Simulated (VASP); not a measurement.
# In2S (P6mm) in VASP: a series of runs

The runs below take In2S through single point, relaxation of cell and atoms, with PBE.

All numbers are computed with VASP 6.6.1; they aren't measurements. Logs are shortened: lines on timing, memory, paths and dates and some standing lists are left out, and cuts for length are marked.

## (1) The cell of the first run

The structure is hexagonal, space group P6mm (No. 183). The conventional cell has a = 5.008 Å, b = 5.008 Å, c = 3.809 Å, α = 90.00°, β = 90.00°, γ = 120.00°. Within 3.9 Å of In (site symmetry 3m) lie 5 In at 2.89 to 3.81 Å and 6 S at 3.19 to 3.80 Å. S (site symmetry 6mm) has 12 In at 3.19 to 3.80 Å and 2 S at 3.81 Å within 4.2 Å.

The cell was built from a structure type or drawn by symmetry, and may not be a known phase.

## (2) Single point, PBE

INCAR

```
SYSTEM = In2S
PREC = Accurate ; ENCUT = 520
EDIFF = 1E-7 ; ISMEAR = 0
SIGMA = 0.1 ; LREAL = .FALSE.
LASPH = .TRUE. ; NELM = 60
ALGO = Normal ; ISIF = 2
LWAVE = .FALSE. ; LCHARG = .FALSE.
GGA = PE ; NBANDS = 23
```

KPOINTS

```
Automatic mesh
0
G
  12 12 12
  0 0 0
```

POSCAR

```
In2S
1.0
    5.0082746370      0.0000000000      0.0000000000
   -2.5041373185      4.3372930648      0.0000000000
    0.0000000000      0.0000000000      3.8088723156
In S
2 1
Direct
    0.3333333333      0.6666666667      0.4229552033
    0.6666666667      0.3333333333      0.4229552033
    0.0000000000      0.0000000000      0.7759953235
```

Potentials or basis: VASP PAW PBE potentials, release 64 (In_d, S).

Command:

```sh
$ cat potpaw_PBE.64/In_d/POTCAR potpaw_PBE.64/S/POTCAR > POTCAR
$ mpirun -np 1 vasp_std > vasp.out
```

OUTCAR:

```text
SYSTEM = In2S
   PREC = Accurate
   ENCUT = 520
   EDIFF = 1E-7
   ISMEAR = 0
   LREAL = .FALSE.
   LASPH = .TRUE.
   NELM = 60
   ISIF = 2
   GGA = PE

 ion  position               nearest neighbor table
   1  0.333  0.667  0.423-   2 2.89   2 2.89   2 2.89   3 3.19   3 3.19   3 3.19
   2  0.667  0.333  0.423-   1 2.89   1 2.89   1 2.89   3 3.19   3 3.19   3 3.19
   3  0.000  0.000  0.776-   1 3.19   2 3.19   2 3.19   1 3.19   2 3.19   1 3.19

  LATTYP: Found a hexagonal cell.
 ALAT       =     5.0082746370
 C/A-ratio  =     0.7605158646

  Lattice vectors:

 A1 = (   5.0082746370,   0.0000000000,   0.0000000000)
 A2 = (  -2.5041373185,   4.3372930648,   0.0000000000)
 A3 = (   0.0000000000,   0.0000000000,   3.8088723156)

Analysis of symmetry for initial positions (statically):
=====================================================================
 Subroutine PRICEL returns:
 Original cell was already a primitive cell.

 Routine SETGRP: Setting up the symmetry group for a
 hexagonal supercell.

 Subroutine GETGRP returns: Found 12 space group operations
 (whereof 12 operations were pure point group operations)
 out of a pool of 24 trial point group operations.

The static configuration has the point symmetry C_6v.

Analysis of symmetry for dynamics (positions and initial velocities):
=====================================================================
 Subroutine PRICEL returns:
 Original cell was already a primitive cell.

 Routine SETGRP: Setting up the symmetry group for a
 hexagonal supercell.

 Subroutine GETGRP returns: Found 12 space group operations
 (whereof 12 operations were pure point group operations)
 out of a pool of 24 trial point group operations.

The dynamic configuration has the point symmetry C_6v.

 Subroutine INISYM returns: Found 12 space group operations
 (whereof 12 operations are pure point group operations),
 and found     1 'primitive' translations

----------------------------------------------------------------------------------------

                                     Primitive cell

  volume of cell :      82.7377

  direct lattice vectors                    reciprocal lattice vectors
     5.008274637  0.000000000  0.000000000     0.199669561  0.115279275  0.000000000
    -2.504137319  4.337293065  0.000000000     0.000000000  0.230558550  0.000000000
     0.000000000  0.000000000  3.808872316     0.000000000  0.000000000  0.262544900

  length of vectors
     5.008274637  5.008274637  3.808872316     0.230558550  0.230558550  0.262544900

  position of ions in fractional coordinates (direct lattice)
     0.333333333  0.666666667  0.422955203
     0.666666667  0.333333333  0.422955203
     0.000000000  0.000000000  0.775995323

  ion indices of the primitive-cell ions
   primitive index   ion index
                 1           1
                 2           2
                 3           3

----------------------------------------------------------------------------------------

 KPOINTS: Automatic mesh

Automatic generation of k-mesh.
 Grid dimensions read from file:
 generate k-points for:   12   12   12

 Generating k-lattice:

  Cartesian coordinates                     Fractional coordinates (reciprocal lattice)
     0.016639130  0.009606606  0.000000000     0.083333333  0.000000000  0.000000000
     0.000000000  0.019213213  0.000000000     0.000000000  0.083333333  0.000000000
     0.000000000  0.000000000  0.021878742     0.000000000  0.000000000  0.083333333

  Length of vectors
     0.019213213  0.019213213  0.021878742

  Shift w.r.t. Gamma in fractional coordinates (k-lattice)
     0.000000000  0.000000000  0.000000000

 Subroutine IBZKPT returns following result:
 ===========================================

 Found    133 irreducible k-points:

 Following reciprocal coordinates:
            Coordinates               Weight
  0.000000  0.000000  0.000000      1.000000
  0.083333  0.000000  0.000000      6.000000
  0.166667 -0.000000  0.000000      6.000000
  0.250000  0.000000  0.000000      6.000000
  0.333333  0.000000  0.000000      6.000000
  0.416667  0.000000  0.000000      6.000000
[... 16 lines left out ...]
  0.250000  0.000000  0.083333     12.000000
  0.333333  0.000000  0.083333     12.000000
 [... further k-points ...]
   k-points           NKPTS =    133   k-points in BZ     NKDIM =    133   number of bands    NBANDS=     23
   number of dos      NEDOS =    301   number of ions     NIONS =      3
   total plane-waves  NPLWV =  44800
   dimension x,y,z NGX =    40 NGY =   40 NGZ =   28
   dimension x,y,z NGXF=    80 NGYF=   80 NGZF=   56
   ions per type =               2   1
   NGX,Y,Z   is equivalent  to a cutoff of  13.28, 13.28, 12.22 a.u.
   NGXF,Y,Z  is equivalent  to a cutoff of  26.56, 26.56, 24.44 a.u.
 SYSTEM =  In2S
   PREC   = accura    normal or accurate (medium, high low for compatibility)
   ISTART =      0    job   : 0-new  1-cont  2-samecut
   ICHARG =      2    charge: 1-file 2-atom 10-const
   ISPIN  =      1    spin polarized calculation?
   LNONCOLLINEAR =      F non collinear calculations
   LSORBIT =      F    spin-orbit coupling
   LASPH  =      T    aspherical Exc in radial PAW
   ENCUT  =  520.0 eV  38.22 Ry    6.18 a.u.   9.31  9.31  7.08*2*pi/ulx,y,z
   NELM   =     60;   NELMIN=  2; NELMDL= -5     # of ELM steps
   EDIFF  = 0.1E-06   stopping-criterion for ELM
   LREAL  =      F    real-space projection
   EDIFFG = 0.1E-05   stopping-criterion for IOM
   NSW    =      0    number of steps for IOM
   IBRION =     -1    ionic relax: 0-MD 1-quasi-New 2-CG
   NFREE  =      0    steps in history (QN), initial steepest desc. (CG)
   ISIF   =      2    stress and relaxation
   ISYM   =      2    0-nonsym 1-usesym 2-fastsym
   POTIM  = 0.5000    time-step for ionic-motion
   TEBEG  =    0.0;   TEEND  =   0.0 temperature during run
   PSTRESS=    0.0 pullay stress
   NELECT =      32.0000    total number of electrons
   NUPDOWN=      -1.0000    fix difference up-down
   EMIN   =  10.00;   EMAX   =-10.00  energy-range for DOS
   EFERMI =   0.00;   METHOD = LEGACY
   ISMEAR =     0;   SIGMA  =   0.10  broadening in eV -4-tet -1-fermi 0-gaus
   EFERMI_NEDOS =   21; number of points for ismear=-14 and -15
   IALGO  =     38    algorithm
   IMIX   =      4    mixing-type and parameters
     AMIX     =   0.40;   BMIX     =  1.00
     AMIX_MAG =   1.60;   BMIX_MAG =  1.00
  volume/ion in A,a.u.               =      27.58       186.11
  Fermi-wavevector in a.u.,A,eV,Ry     =   1.192771  2.254010 19.357043  1.422703
  Thomas-Fermi vector in A             =   2.328801
   LORBIT       =      0    0 simple, 1 ext, 2 COOP (PROOUT), +10 PAW based schemes
   GGA     = PE    functional components
   LHFCALC =     F    Hartree Fock is set to
   AEXX    =    0.0000 exact exchange contribution
   IVDW    =     0    specifies the selected vdW correction
   LEPSILON=     F    determine dielectric tensor
   LRPA    =     F    only Hartree local field effects (RPA)
 non-spin polarized calculation
 Gauss-broadening in eV      SIGMA  =   0.10
  energy-cutoff  :      520.00
  volume of cell :       82.74
 maximum number of plane-waves:      2252
 NGX is ok and might be reduce to    40
   NGX = 19   NGY = 19   NGZ = 15

 number of electron      32.0000012 magnetization

 Free energy of the ion-electron system (eV)
  ---------------------------------------------------
  ext. energy  EPLUGINS =         0.00000000
  ---------------------------------------------------
  free energy    TOTEN  =        -8.88471391 eV

  energy without entropy =       -8.88215795  energy(sigma->0) =       -8.88343593

 E-fermi :   5.0898     XC(G=0):  -9.4055

 val. band max:        5.0740493004   @ k =   0.4167   0.1667   0.0000
 cond. band min:       5.0929320656   @ k =   0.4167   0.0833   0.0000
 fundamental gap:      0.0188827652
 Fermi energy:         5.0897639358

 k-point     1 :       0.0000    0.0000    0.0000
  band No.  band energies     occupation
      1      -9.7249      2.00000
      2      -9.6031      2.00000
      3      -9.6031      2.00000
      4      -9.5339      2.00000
      5      -9.5339      2.00000
      6      -9.3712      2.00000
[... 15 lines left out ...]
     22      12.1696      0.00000
     23      13.8903      0.00000

 k-point     2 :       0.0833    0.0000    0.0000
  band No.  band energies     occupation
      1      -9.7238      2.00000
      2      -9.6218      2.00000
      3      -9.6191      2.00000
      4      -9.5357      2.00000
      5      -9.5316      2.00000
      6      -9.3599      2.00000
[... 15 lines left out ...]
     22      12.1847      0.00000
     23      13.6522      0.00000

 k-point     3 :       0.1667   -0.0000    0.0000
  band No.  band energies     occupation
      1      -9.7242      2.00000
      2      -9.6620      2.00000
      3      -9.6521      2.00000
      4      -9.5404      2.00000
      5      -9.5247      2.00000
      6      -9.3536      2.00000
[... 15 lines left out ...]
     22      12.1173      0.00000
     23      13.1238      0.00000

 k-point     4 :       0.2500    0.0000    0.0000
  band No.  band energies     occupation
      1      -9.7395      2.00000
      2      -9.7039      2.00000
      3      -9.6728      2.00000
      4      -9.5464      2.00000
      5      -9.5148      2.00000
      6      -9.3594      2.00000
[... 15 lines left out ...]
     22      12.0910      0.00000
     23      12.5587      0.00000

 k-point     5 :       0.3333    0.0000    0.0000
  band No.  band energies     occupation
      1      -9.7693      2.00000
      2      -9.7379      2.00000
      3      -9.6728      2.00000
      4      -9.5521      2.00000
      5      -9.5039      2.00000
      6      -9.3671      2.00000
[... 434 lines left out ...]
 k-point    22 :       0.1667   -0.0000    0.0833
  band No.  band energies     occupation
      1      -9.7201      2.00000
      2      -9.6617      2.00000
      3      -9.6510      2.00000
      4      -9.5433      2.00000
      5      -9.5276      2.00000
      6      -9.3499      2.00000
[... 15 lines left out ...]
     22      12.4643      0.00000
     23      12.6282      0.00000

 k-point    23 :       0.2500    0.0000    0.0833
  band No.  band energies     occupation
      1      -9.7371      2.00000
      2      -9.7036      2.00000
      3      -9.6700      2.00000
      4      -9.5495      2.00000
      5      -9.5179      2.00000
      6      -9.3546      2.00000
[... 15 lines left out ...]
     22      11.9463      0.00000
     23      12.6245      0.00000

 k-point    24 :       0.3333    0.0000    0.0833
  band No.  band energies     occupation
      1      -9.7677      2.00000
      2      -9.7375      2.00000
      3      -9.6690      2.00000
      4      -9.5553      2.00000
      5      -9.5074      2.00000
      6      -9.3621      2.00000
[... 15 lines left out ...]
     22      11.6422      0.00000
     23      12.8218      0.00000

 [... further k-points ...]

------------------------ aborting loop because EDIFF is reached ----------------------------------------

  FORCE on cell =-STRESS in cart. coord.  units (eV):
  Direction    XX          YY          ZZ          XY          YZ          ZX
  --------------------------------------------------------------------------------------
  -------------------------------------------------------------------------------------
  Total       -0.0052201     -0.0052201     -0.0409861      0.0000000      0.0000000      0.0000000
  in kB       -0.1010839     -0.1010839     -0.7936768      0.0000000      0.0000000      0.0000000
  external PRESSURE =      -0.3319482 kB  Pullay stress =       0.0000000 kB

 VOLUME and BASIS-vectors are now :
 -----------------------------------------------------------------------------
  energy-cutoff  :      520.00
  volume of cell :       82.74
      direct lattice vectors                 reciprocal lattice vectors
     5.008274637  0.000000000  0.000000000     0.199669561  0.115279275  0.000000000
    -2.504137319  4.337293065  0.000000000     0.000000000  0.230558550  0.000000000
     0.000000000  0.000000000  3.808872316     0.000000000  0.000000000  0.262544900

 POSITION                                       TOTAL-FORCE (eV/Angst)
 -----------------------------------------------------------------------------------
     -0.00000      2.89153      1.61098         0.000000     -0.000000     -0.001131
      2.50414      1.44576      1.61098        -0.000000     -0.000000     -0.001131
      0.00000      0.00000      2.95567         0.000000      0.000000      0.002262
 -----------------------------------------------------------------------------------
    total drift:                                0.000000      0.000000     -0.001012

  FREE ENERGIE OF THE ION-ELECTRON SYSTEM (eV)
  ---------------------------------------------------
  free  energy   TOTEN  =        -8.8847139098 eV

  energy  without entropy=       -8.8821579540  energy(sigma->0) =       -8.88343593
```

Wall time 3.2 min (1 thread of Intel Xeon Platinum 8259CL at 2.50GHz (Skylake/Cascade Lake), shared host); peak memory 0.35 GiB.

What came out:

| Quantity | Value |
| --- | --- |
| Free energy | -8.8847 eV |
| Pressure | 0.0 GPa |
| Band gap on the k mesh | zero (bands 16 and 17 overlap by 0.78 eV) |

Forces in eV/Å, atoms in the order of the input:
```
In   0.000  0.000 -0.001
In   0.000  0.000 -0.001
S    0.000  0.000  0.002
```

Caveat: spin-orbit coupling is left out, which moves the levels of the heavy elements.

## (3) Relaxation of cell and atoms, PBE

This run uses another cell than the first one, of 27.67 Å³/atom.

INCAR

```
ALGO     = Normal         # electronic algorithm
EDIFF    = 1E-7           # SCF threshold, eV
EDIFFG   = -0.01          # ionic threshold
ENCUT    = 600            # plane-wave cutoff, eV
GGA      = PE             # functional
IBRION   = 2              # ionic algorithm
ISIF     = 3              # what is computed and relaxed
ISMEAR   = 0              # smearing method
LASPH    = True           # aspherical terms in the spheres
LCHARG   = False          # write CHGCAR
LREAL    = False          # projectors in reciprocal space
LWAVE    = False          # write WAVECAR
NELM     = 60             # most SCF steps
NSW      = 100            # ionic steps
PREC     = Accurate       # precision mode
SIGMA    = 0.1            # smearing width, eV
```

KPOINTS

```
k-points
0
Gamma
  12 12 12
```

POSCAR

```
In2S
1.0
    5.0175437314      0.0000000000      0.0000000000
   -2.5087718657      4.3453203360      0.0000000000
    0.0000000000      0.0000000000      3.8075292511
In S
2 1
Direct
    0.3333333333      0.6666666667      0.4269475063
    0.6666666667      0.3333333333      0.4269475063
    0.0000000000      0.0000000000      0.7680107175
```

Potentials or basis: VASP PAW PBE potentials, release 64 (In_d, S).

Command:

```sh
$ cat potpaw_PBE.64/In_d/POTCAR potpaw_PBE.64/S/POTCAR > POTCAR
$ mpirun -np 1 vasp_std > vasp.out
```

Wall time 15 min (1 thread of Intel Xeon Platinum 8259CL at 2.50GHz (Skylake/Cascade Lake), shared host); peak memory 0.4 GiB.

The run converged. Its results:

```
Free energy                           : -8.8849 eV
Relaxed volume                        : 27.57 Å³/atom
Relaxed cell                          : a = 5.009 Å, b = 5.009 Å, c = 3.807 Å, α = 90.00°, β = 90.00°, γ = 120.00°
Space group after relaxing (to 0.1 Å) : P6mm (No. 183)
Energy gained by relaxing             : 0.2 meV/atom
Ionic steps                           : 10
Pressure after relaxing               : 0.0 GPa
Band gap on the k mesh                : zero (bands 16 and 17 overlap by 0.78 eV)
```

Step by step:
```csv
step,energy change (eV),largest force (eV/Å),pressure (GPa),volume (Å³)
1,0.0000,0.0248,0.02,83.01
2,0.0000,0.0228,0.00,83.05
3,-0.0001,0.0163,-0.07,83.17
4,-0.0001,0.0159,-0.07,83.16
5,-0.0002,0.0152,-0.05,83.10
6,-0.0004,0.0135,-0.02,82.98
7,-0.0005,0.0100,0.04,82.75
8,-0.0005,0.0092,0.06,82.70
9,-0.0005,0.0058,0.04,82.70
10,-0.0006,0.0010,-0.01,82.72
```

Final structure:
```yaml
crystal:
  lattice:
    - [5.00863, 0.00000, 0.00000]
    - [-2.50431, 4.33760, 0.00000]
    - [0.00000, 0.00000, 3.80731]
  atoms:
    - { symbol: In, position: [0.33333, 0.66667, 0.42263] }
    - { symbol: In, position: [0.66667, 0.33333, 0.42263] }
    - { symbol: S, position: [0.00000, 0.00000, 0.77664] }
```

Levels at points of the mesh, in eV from the Fermi level:
```
           k point  band 14  band 15  band 16  band 17  band 18  band 19
(0.00, 0.00, 0.00)    -2.13    -0.64    -0.51     0.07     0.07     3.23
(0.50, 0.00, 0.00)    -3.23    -0.46     0.08     2.24     2.92     4.55
(0.00, 0.00, 0.50)    -1.59    -1.59    -0.30     1.14     1.23     1.23
(0.50, 0.00, 0.50)    -2.69    -2.16    -1.33     0.79     0.81     2.51
```

Caveat: spin-orbit coupling is left out, which moves the levels of the heavy elements.
